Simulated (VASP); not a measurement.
# AlIn2B2As (P1) in VASP: notebook, part 2 of 2

VASP 6.6.1. The steps go on from the part before.

**3. Single point, PBE**

This run uses another cell than the first one, of 19.33 Å³/atom, 0.997 times its volume.

Input file INCAR:

```
SYSTEM = AlIn2B2As
ALGO = Normal
EDIFF = 1E-6
ENCUT = 520
GGA = PE
ISIF = 2
ISMEAR = 0
LASPH = .TRUE.
LCHARG = .TRUE.
LELF = .TRUE.
LREAL = .FALSE.
LVHAR = .TRUE.
LWAVE = .FALSE.
NBANDS = 29
NELM = 100
PREC = Accurate
SIGMA = 0.1
```

Input file KPOINTS:

```
k-points
0
G
  6 4 4
  0 0 0
```

Input file POSCAR:

```
AlIn2B2As
1.0
    4.2451916626      0.0000000000      0.0000000000
    1.9350913837      5.1755466687      0.0000000000
    2.0715944088     -0.4060579769      5.2787021369
Al In B As
1 2 2 1
Direct
    0.8738665663      0.9447817448      0.8373214845
    0.9441203357      0.1921218596      0.3770253892
    0.4936535826      0.5654524390      0.0032484792
    0.4161540649      0.2453012870      0.7885508107
    0.2581223029      0.0217996804      0.9631682018
    0.1986220376      0.5106219992      0.5506066247
```

Potentials or basis: VASP PAW PBE potentials, release 64 (Al, In_d, B, As).

Command:

```
$ cat potpaw_PBE.64/Al/POTCAR potpaw_PBE.64/In_d/POTCAR potpaw_PBE.64/B/POTCAR potpaw_PBE.64/As/POTCAR > POTCAR
$ mpirun -np 1 vasp_std > vasp.out
```

OUTCAR:

```text
SYSTEM = AlIn2B2As
   EDIFF = 1E-6
   ENCUT = 520
   GGA = PE
   ISIF = 2
   ISMEAR = 0
   LASPH = .TRUE.
   LREAL = .FALSE.
   NELM = 100
   PREC = Accurate

 ion  position               nearest neighbor table
   1  0.874  0.945  0.837-   4 2.16   5 2.17   5 2.33   6 2.61   2 2.84   3 2.98   3 3.15   3 3.27
                             2 3.58
   2  0.944  0.192  0.377-   5 2.30   4 2.53   6 2.75   1 2.84   6 2.85   3 3.48   1 3.58   3 3.67
                             3 3.68   3 3.71
   3  0.494  0.565  0.003-   4 2.39   5 2.40   6 2.94   1 2.98   6 3.09   1 3.15   1 3.27   6 3.32
                             2 3.48   2 3.67   2 3.68   2 3.71
   4  0.416  0.245  0.789-   5 1.70   6 2.13   1 2.16   3 2.39   2 2.53
   5  0.258  0.022  0.963-   4 1.70   1 2.17   2 2.30   1 2.33   3 2.40
   6  0.199  0.511  0.551-   4 2.13   1 2.61   2 2.75   2 2.85   3 2.94   3 3.09   3 3.32

  LATTYP: Found a triclinic cell.
 ALAT       =     5.6677020580
 B/A-ratio  =     1.3556809122
 C/A-ratio  =     0.7490146128
 COS(alpha) =     0.0177655142
 COS(beta)  =     0.4075902818
 COS(gamma) =     0.6705926726

[... 183 lines left out ...]
  ---------------------------------------------------
  free energy    TOTEN  =       -25.02898436 eV

  energy without entropy =      -25.02544811  energy(sigma->0) =      -25.02721624

 E-fermi :   5.9060     XC(G=0):  -9.7621

 val. band max:        5.8481994008   @ k =   0.5000  -0.2500   0.2500
 cond. band min:       5.9185606052   @ k =   0.0000   0.2500   0.5000
 fundamental gap:      0.0703612044
 Fermi energy:         5.9059723331

 k-point     1 :       0.0000    0.0000    0.0000
  band No.  band energies     occupation
      1      -8.8557      2.00000
      2      -8.8336      2.00000
      3      -8.8238      2.00000
      4      -8.7699      2.00000
      5      -8.7546      2.00000
      6      -8.7278      2.00000
[... 757 lines left out ...]
     28      11.3216      0.00000
     29      12.2683      0.00000

 [... further k-points ...]
[... 5 lines left out ...]
  --------------------------------------------------------------------------------------
  -------------------------------------------------------------------------------------
  Total       -0.0219952      0.0701848      0.2854500      0.0731813     -0.0436216      0.0847846
  in kB       -0.3038487      0.9695563      3.9433015      1.0109511     -0.6026039      1.1712426
  external PRESSURE =       1.5363364 kB  Pullay stress =       0.0000000 kB

 VOLUME and BASIS-vectors are now :
 -----------------------------------------------------------------------------
  energy-cutoff  :      520.00
  volume of cell :      115.98
      direct lattice vectors                 reciprocal lattice vectors
     4.245191663  0.000000000  0.000000000     0.235560625 -0.088074046 -0.099219321
     1.935091384  5.175546669  0.000000000     0.000000000  0.193216304  0.014862938
     2.071594409 -0.406057977  5.278702137     0.000000000  0.000000000  0.189440505

 POSITION                                       TOTAL-FORCE (eV/Angst)
 -----------------------------------------------------------------------------------
      7.27256      4.54976      4.41997         0.005691      0.032776     -0.031482
      5.16079      0.84124      1.99020         0.005930     -0.033045      0.003837
      3.19659      2.92521      0.01715        -0.032813     -0.027840      0.017323
      3.87489      0.94937      4.16252         0.037567     -0.027007     -0.000648
      3.13326     -0.27828      5.08428        -0.017320      0.046340      0.018908
      2.97192      2.41917      2.90649         0.000945      0.008776     -0.007938
 -----------------------------------------------------------------------------------
    total drift:                                0.000181     -0.000126     -0.000101

  FREE ENERGIE OF THE ION-ELECTRON SYSTEM (eV)
  ---------------------------------------------------
  free  energy   TOTEN  =       -25.0289843609 eV

  energy  without entropy=      -25.0254481112  energy(sigma->0) =      -25.02721624
```

OSZICAR:

```text
N       E                     dE             d eps       ncg     rms          rms(c)
DAV:   1     0.320520798001E+03    0.32052E+03   -0.17965E+04  3021   0.153E+03
DAV:   2     0.744202210790E+01   -0.31308E+03   -0.30203E+03  3021   0.380E+02
DAV:   3    -0.270779228798E+02   -0.34520E+02   -0.33804E+02  3852   0.136E+02
DAV:   4    -0.285310277673E+02   -0.14531E+01   -0.14485E+01  3760   0.270E+01
DAV:   5    -0.285832150480E+02   -0.52187E-01   -0.52180E-01  4453   0.523E+00    0.932E+00
DAV:   6    -0.249345152176E+02    0.36487E+01   -0.11041E+01  4308   0.278E+01    0.486E+00
DAV:   7    -0.250524265024E+02   -0.11791E+00   -0.23612E+00  3466   0.630E+00    0.196E+00
DAV:   8    -0.250306063885E+02    0.21820E-01   -0.13303E-01  4101   0.239E+00    0.103E+00
DAV:   9    -0.250285587192E+02    0.20477E-02   -0.37352E-02  3948   0.130E+00    0.303E-01
DAV:  10    -0.250286620029E+02   -0.10328E-03   -0.46649E-03  3807   0.500E-01    0.147E-01
DAV:  11    -0.250289037253E+02   -0.24172E-03   -0.97738E-04  4276   0.174E-01    0.969E-02
DAV:  12    -0.250289807811E+02   -0.77056E-04   -0.17885E-04  3403   0.941E-02    0.167E-02
DAV:  13    -0.250289804138E+02    0.36729E-06   -0.38996E-05  4248   0.584E-02    0.938E-03
DAV:  14    -0.250289840669E+02   -0.36531E-05   -0.83112E-06  2915   0.139E-02    0.351E-03
DAV:  15    -0.250289843609E+02   -0.29401E-06   -0.96524E-07  2811   0.883E-03
   1 F= -.25028984E+02 E0= -.25027216E+02  d E =-.353625E-02
```

stdout:

```text
POSCAR found type information on POSCAR AlInB As
 POSCAR found :  4 types and       6 ions
 scaLAPACK will be used
 LDA part: xc-table for (Slater+PW92), standard interpolation
 POSCAR, INCAR and KPOINTS ok, starting setup
 FFT: planning ... GRIDC
 FFT: planning ... GRID_SOFT
 FFT: planning ... GRID
 WAVECAR not read
 entering main loop
```

Run time: 64 s. Hardware: 1 thread of Intel Xeon 6975P-C (Granite Rapids), shared host; peak memory 0.35 GiB.

What came out:

* Free energy: -25.0290 eV
* Pressure: 0.2 GPa
* Largest force: 0.053 eV/Å
* Band gap on the k mesh: zero (band 20 reaches 6.55 eV, above the bottom of band 21 at 5.75 eV)

Forces on the atoms (eV/Å):
```
Al   0.006  0.033 -0.031
In   0.006 -0.033  0.004
In  -0.033 -0.028  0.017
B    0.038 -0.027 -0.001
B   -0.017  0.046  0.019
As   0.001  0.009 -0.008
```

Caveat: spin-orbit coupling is left out, which moves the levels of the heavy elements.
